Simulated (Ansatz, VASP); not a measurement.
**Two plane-wave programs on W**

```xyz
1
Lattice="0.0000 2.2690 1.4277 2.2690 0.0000 1.4277 2.2690 2.2690 0.0000" Properties=species:S:1:pos:R:3 pbc="T T T"
W     0.0000    0.0000    0.0000
```

Alike in both runs: task single point; functional PBEsol; k mesh 22 × 22 × 22; occupations gaussian, width 0.15 eV; no spin polarisation.

|  | VASP | Ansatz |
| --- | --- | --- |
| version | VASP 6.6.1 | Ansatz 0.2.0 |
| potentials or method | VASP PAW PBE potentials, release 64 (W_sv), cutoff 500 eV | scalar-relativistic, plane waves, PAW |
| valence electrons in the cell | 14 | 14 |

|  | VASP | Ansatz | Ansatz less VASP |
| --- | --- | --- | --- |
| gap on the k mesh at the Fermi level (eV) | none | none | - |
| pressure (GPa) | 27.7 | 26.8 | -0.93 |
| traceless stress, the component that is largest in VASP (GPa) | 30.05 | 29.99 | -0.052 |

VASP's potentials were made for PBE, not for PBEsol, and Ansatz warns of the same on its side. A gap of «none» marks a metal or a gap that the smearing closes.

Neither program's run includes spin-orbit coupling.
